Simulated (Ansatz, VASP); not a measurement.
## Two plane-wave programs on ScB2P3

```
Sc B P
1.0
     5.42580   -3.09997    0.00000
     5.42580    3.09997    0.00000
     0.00000    0.00000    5.35212
Sc B P
2 4 6
Direct
  0.18482 0.81518 0.90161
  0.81518 0.18482 0.40161
  0.51479 0.83526 0.54085
  0.16474 0.48521 0.54085
  0.83526 0.51479 0.04085
  0.48521 0.16474 0.04085
  0.76013 0.23987 0.91983
  0.57820 0.83563 0.90343
  0.16437 0.42180 0.90343
  0.23987 0.76013 0.41983
  0.83563 0.57820 0.40343
  0.42180 0.16437 0.40343
```

Alike in both runs: functional PBE; k mesh 6 × 6 × 6; occupations gaussian, width 0.1 eV; no spin polarisation.

Ansatz relaxed the structure, and its values are those at the end. VASP's run is a single point on that final structure, the one shown.

|  | VASP | Ansatz |
| --- | --- | --- |
| version | VASP 6.6.1 | Ansatz 0.2.0 |
| potentials or method | VASP PAW PBE potentials, release 64 (Sc_sv, B, P), cutoff 520 eV | scalar-relativistic, plane waves, PAW |
| valence electrons in the cell | 64 | 64 |

```csv
,VASP,Ansatz,Ansatz less VASP
gap on the k mesh at the Fermi level (eV),none,none,-
pressure (GPa),0.0,0.0,+0.03
rms of the force components (eV/Å),0.008,0.001,-0.0076
```

A gap of «none» marks a metal or a gap that the smearing closes.
